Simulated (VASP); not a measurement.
Here is a VASP 6.6.1 calculation.

File INCAR:

```
SYSTEM = SbP
  PREC = Accurate
  ENCUT = 520
  EDIFF = 1E-6
  ISMEAR = -1
  SIGMA = 0.08
  LREAL = .False.
  LASPH = .True.
  NELM = 100
  ALGO = Normal
  ISIF = 2
  LWAVE = .False.
  LCHARG = .False.
  GGA = PS
  NBANDS = 12
```

Contents of KPOINTS:

```
regular mesh
0
Gamma
  11 11 11
  0 0 0
```

The input POSCAR:

```
SbP
1.0
    0.0000000000      2.2855588345      2.2855588345
    2.2855588345      0.0000000000      2.2855588345
    2.2855588345      2.2855588345      0.0000000000
Sb P
1 1
Direct
    0.0000000000      0.0000000000      0.0000000000
    0.2500000000      0.2500000000      0.2500000000
```

Potentials or basis: VASP PAW PBE potentials, release 64 (Sb, P).

The run is started by

```console
$ cat potpaw_PBE.64/Sb/POTCAR potpaw_PBE.64/P/POTCAR > POTCAR
$ mpirun -np 1 vasp_std > vasp.out
```

(1) Estimate the band gap on the k mesh.

(2) What does it give for the pressure?

Results:

(1) zero (bands 5 and 6 overlap by 3.35 eV).

(2) 293.6 GPa.

Caveat: the cell stands under pressure; the PAW data sets were made with another functional, which shifts forces and pressure a little; spin-orbit coupling is left out, which moves the levels of the heavy elements.
